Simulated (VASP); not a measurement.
# InCoB3: single point with PBE

Crystal: InCoB3.

```xyz
10
Lattice="3.3245 0.0000 0.0000 1.6622 -9.5962 0.0000 0.0000 0.0000 -3.2589" Properties=species:S:1:pos:R:3 pbc="T T T"
Co    1.6622   -5.6618   -2.4442
Co    3.3245   -3.9344   -0.8147
B     3.3245   -6.6598   -2.4442
B     1.6622   -2.9364   -0.8147
B     1.6622   -3.3395   -2.4442
B     3.3245   -6.2567   -0.8147
B     3.3245   -9.1164   -2.4442
B     1.6622   -0.4798   -0.8147
In    3.3245   -1.3819   -2.4442
In    1.6622   -8.2143   -0.8147
```

```
Program             : VASP 6.6.1
Task                : single point
Functional          : PBE
Potentials or basis : VASP PAW PBE potentials, release 64 (Co, B, In_d)
Cutoff              : 520 eV
k mesh              : 6 × 6 × 6
Occupations         : gaussian, width 0.0536 eV
Spin                : no spin polarisation
```

- Pressure: 2.2 GPa
- Largest force: 1.978 eV/Å
- Band gap on the k mesh: zero (bands 31 and 32 overlap by 1.37 eV)

Forces in eV/Å, atoms in the order of the input:
```
Co   0.000  1.978  0.000
Co   0.000 -1.978  0.000
B    0.000 -1.258  0.000
B    0.000  1.258  0.000
B    0.000 -1.898  0.000
B    0.000  1.898  0.000
B    0.000 -1.449  0.000
B    0.000  1.449  0.000
In   0.000 -1.493  0.000
In   0.000  1.493  0.000
```

Stress tensor (GPa, compression positive):
```
 15.33   0.00   0.00
  0.00   4.92   0.00
  0.00   0.00 -13.60
```

Levels at points of the mesh, in eV from the Fermi level:
| k point | band 29 | band 30 | band 31 | band 32 | band 33 | band 34 |
| --- | --- | --- | --- | --- | --- | --- |
| (0.00, 0.00, 0.00) | -0.55 | 0.07 | 0.27 | 1.48 | 1.69 | 2.00 |
| (0.50, 0.00, 0.00) | -0.93 | -0.77 | -0.12 | 0.31 | 0.32 | 1.69 |
| (0.00, 0.50, 0.00) | -0.53 | -0.28 | 0.09 | 1.25 | 1.83 | 2.00 |
| (0.00, 0.00, 0.50) | -0.30 | -0.30 | 1.01 | 1.01 | 2.77 | 2.77 |
| (0.50, 0.00, 0.50) | -1.15 | -1.15 | -0.28 | -0.28 | 0.29 | 0.29 |
| (0.00, 0.50, 0.50) | -0.08 | -0.08 | 1.03 | 1.03 | 1.63 | 1.63 |

Run time: 3.4 min on 1 thread of AMD EPYC 9R45 96-Core Processor (Zen 5), on a shared host, peak memory 0.3 GiB.

Caveat: the stress differs along the axes, from -14 to 15 GPa; spin-orbit coupling is left out, which moves the levels of the heavy elements; the run has no spin polarisation, though such a crystal can be magnetic; forces of over 1 eV/Å act on the atoms, so gaps and moduli don't describe the material at rest. Spin polarisation is off, so any magnetic state and its effect on volume and gap are missing.
